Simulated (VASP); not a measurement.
## Cd: single point with PBE

The system is Cd.

```
CELL_PARAMETERS angstrom
1.17370 2.93424 2.93424
2.93424 1.17370 2.93424
2.93424 2.93424 1.17370
ATOMIC_POSITIONS crystal
Cd 0.00000 0.00000 0.00000
```

This cell differs from its parent crystal: ratio of the length along [111] to the lengths across it x 2.0, volume and fractional coordinates fixed.

```yaml
Program: VASP 6.6.1
Task: single point
Functional: PBE
Potentials_or_basis: VASP PAW PBE potentials, release 64 (Cd)
Cutoff: 520 eV
k_mesh: 20 × 20 × 20
Occupations: gaussian, width 0.15 eV
Spin: no spin polarisation
Dipole_correction: no
Further_INCAR_settings: ALGO = Fast; EDIFF = 1e-06; NBANDS = 12
```

| Quantity | Value |
| --- | --- |
| Pressure | 47.0 GPa |
| Band gap on the k mesh | zero (bands 6 and 7 overlap by 7.23 eV) |

Stress tensor (GPa, compression positive):
```
 46.99 -24.55 -24.55
-24.55  46.99 -24.55
-24.55 -24.55  46.99
```

Levels at points of the mesh, in eV from the Fermi level:
```tsv
k point	band 2	band 3	band 4	band 5	band 6	band 7	band 8	band 9	band 10	band 11
(0.00, 0.00, 0.00)	-10.52	-10.52	-8.60	-8.59	-8.59	0.44	5.30	19.14	25.50	26.33
(0.50, 0.00, 0.00)	-10.95	-9.06	-8.88	-7.67	-1.25	3.01	6.81	10.74	12.84	16.40
(0.50, 0.50, 0.00)	-10.99	-9.05	-8.82	-7.67	-0.94	3.76	5.02	8.41	15.51	16.32
(0.50, 0.50, 0.50)	-10.52	-10.52	-8.59	-8.59	-7.37	-3.65	12.73	17.02	19.01	25.71
```

Run time: 2.8 min on 1 thread of Intel(R) Xeon(R) Platinum 8259CL CPU @ 2.50GHz (Skylake/Cascade Lake) (shared host), peak memory 0.34 GiB.

Caveat: the cell stands under pressure.
